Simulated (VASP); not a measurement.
A run of VASP 6.6.1:

Contents of INCAR:

```
PREC = Accurate
ENCUT = 520
EDIFF = 1E-6
ISMEAR = 0
SIGMA = 0.05
LREAL = False
LASPH = True
NELM = 120
ALGO = Normal
ISIF = 2
LWAVE = False
LCHARG = True
LDIPOL = True
IDIPOL = 3
DIPOL = 0.5 0.5 0.375
GGA = PE
IVDW = 12
LELF = True
LVHAR = True
LVACPOTAV = True
NBANDS = 38
GGA_COMPAT = False
NELMDL = -8
```

KPOINTS

```
regular mesh
0
Gamma
  9 9 1
```

POSCAR

```
As
1.0
    3.5713380906      0.0000000000      0.0000000000
   -1.7856690453      3.0928695120      0.0000000000
    0.0000000000      0.0000000000     20.2952802043
As
4
Direct
    0.3333333333      0.6666666667      0.2905917062
    0.6666666667      0.3333333333      0.2217264287
    1.1666666667      0.3333333333      0.5289545203
    0.8333333333      0.6666666667      0.4600892428
```

Potentials or basis: VASP PAW PBE potentials, release 64 (As_d).

Launch:

```bash
$ cat potpaw_PBE.64/As_d/POTCAR > POTCAR
$ mpirun -np 1 vasp_std > vasp.out
```

Hardware: 1 thread of Intel(R) Xeon(R) 6975P-C (Granite Rapids) (shared host).

How long does it take, and how much memory?

Run time: 2.8 min on 1 thread of Intel(R) Xeon(R) 6975P-C (Granite Rapids), with other jobs on the host, peak memory 0.42 GiB. Counts: scf iterations 24, k points 25.
